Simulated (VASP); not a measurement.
Set up this calculation in VASP 6.6.1, as the native input.

```
Task                   : single point
Functional             : PBE
Potentials or basis    : VASP PAW PBE potentials, release 64 (Si, O)
Cutoff                 : 520 eV
k mesh                 : 6 × 6 × 4
Occupations            : gaussian, width 0.05 eV
Spin                   : no spin polarisation
Dipole correction      : no
Further INCAR settings : ALGO = Normal; EDIFF = 1e-06; NBANDS = 34
```

The structure of SiO2 lies in POSCAR:

```
SiO2
1.0
    4.6965043738      0.0000000000      0.0000000000
   -2.3482521869      4.0672920967      0.0000000000
    0.0000000000      0.0000000000      6.0314607987
Si O
3 6
Direct
    0.5000000000      0.0000000000      0.0000000000
    0.5000000000      0.5000000000      0.3333333333
    0.0000000000      0.5000000000      0.6666666667
    0.4159266453      0.2079633227      0.1666666667
    0.2079633227      0.4159266453      0.5000000000
    0.7920366773      0.2079633227      0.8333333333
    0.5840733547      0.7920366773      0.1666666667
    0.7920366773      0.5840733547      0.5000000000
    0.2079633227      0.7920366773      0.8333333333
```

This cell differs from its parent crystal: strain -0.080 along x and y, +0.080 along z.

One way to write it, as run:

INCAR

```
SYSTEM = SiO2
PREC = Accurate
ENCUT = 520
EDIFF = 1E-6
ISMEAR = 0
SIGMA = 0.05
LREAL = .FALSE.
LASPH = .TRUE.
NELM = 60
ALGO = Normal
ISIF = 2
LWAVE = .FALSE.
LCHARG = .FALSE.
GGA = PE
NBANDS = 34
```

KPOINTS

```
Automatic mesh
0
G
  6 6 4
  0 0 0
```

Potentials or basis: VASP PAW PBE potentials, release 64 (Si, O).

The run is started by

```sh
$ cat potpaw_PBE.64/Si/POTCAR potpaw_PBE.64/O/POTCAR > POTCAR
$ mpirun -np 1 vasp_std > vasp.out
```

Results of the run:

```yaml
Pressure: 16.0 GPa
Largest_force: 0.876 eV/Å
Band_gap_on_the_k_mesh: 5.44 eV
```

Caveat: the cell differs from its parent crystal (strain -0.080 along x and y, +0.080 along z); the stress differs along the axes, from 8 to 20 GPa.

It took 35 s on 1 thread of Intel(R) Xeon(R) 6975P-C (Granite Rapids) (shared host), peak memory 0.25 GiB.
